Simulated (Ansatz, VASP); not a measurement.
# One calculation of BaS, two programs

```
Ba S
1.0
     0.00000    3.21290    3.21290
     3.21290    0.00000    3.21290
     3.21290    3.21290    0.00000
Ba S
1 1
Direct
  0.50000 0.50000 0.50000
  0.00000 0.00000 0.00000
```

Alike in both runs: task single point; functional revPBE; k mesh 6 × 6 × 6; occupations gaussian, width 0.05 eV; non-collinear spin, spin-orbit coupling.

|  | VASP | Ansatz |
| --- | --- | --- |
| version | VASP 6.6.1 | Ansatz 0.2.0 |
| potentials or method | VASP PAW PBE potentials, release 64 (Ba_sv, S), cutoff 520 eV | plane waves, PAW |
| valence electrons in the cell | 16 | 16 |

Ansatz gave:

```
pressure (GPa)           : 1.2
net moment per atom (μB) : 0.00
```

Q: Which values does VASP return?

A: Pressure (GPa): 1.7; net moment per atom (μB): 0.00.

VASP's potentials were made for PBE, not for revPBE.
